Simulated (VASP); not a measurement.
Here is a VASP 6.6.1 calculation.

File POSCAR:

```
NaMg2Sb2
1.0
    4.5486740000      0.0000000000      0.0000000000
   -2.2743370000      3.9392680000      0.0000000000
    0.0000000000      0.0000000000      7.5778980000
Mg Sb Na
2 2 1
Direct
    0.3333000000      0.6667000000      0.6286000000
    0.6667000000      0.3333000000      0.3714000000
    0.3333000000      0.6667000000      0.2571000000
    0.6667000000      0.3333000000      0.7429000000
    0.0000000000      0.0000000000      0.0000000000
```

INCAR.step1

```
SYSTEM = NaMg2Sb2
ALGO = Normal
EDIFF = 1E-4
ENCUT = 520
GGA = PE
ISMEAR = 1
LASPH = .True.
LCHARG = .False.
LREAL = .False.
LWAVE = .True.
NBANDS = 18
NELM = 100
PREC = Accurate
SIGMA = 0.099
```

Contents of INCAR.step2:

```
SYSTEM = NaMg2Sb2
ALGO = Normal
EDIFF = 1E-7
ENCUT = 520
ISIF = 2
ISMEAR = 1
ISTART = 1
LASPH = .True.
LCHARG = .False.
LMIXTAU = .True.
LREAL = .False.
LWAVE = .False.
METAGGA = R2SCAN
NBANDS = 18
NELM = 100
PREC = Accurate
SIGMA = 0.099
```

File KPOINTS:

```
k-points
0
Gamma
  7 7 4
  0 0 0
```

Potentials or basis: VASP PAW PBE potentials, release 64 (Mg, Sb, Na_pv).

The run is started by

```sh
$ cat potpaw_PBE.64/Mg/POTCAR potpaw_PBE.64/Sb/POTCAR potpaw_PBE.64/Na_pv/POTCAR > POTCAR
$ cp INCAR.step1 INCAR
$ mpirun -np 1 vasp_std > vasp.out
$ cp INCAR.step2 INCAR
$ mpirun -np 1 vasp_std > vasp.out
```

(1) Estimate the pressure.

(2) Estimate the largest force.

Results:

(1) 3.3 GPa.

(2) 0.543 eV/Å.

Caveat: the PAW data sets were made with another functional, which shifts forces and pressure a little.
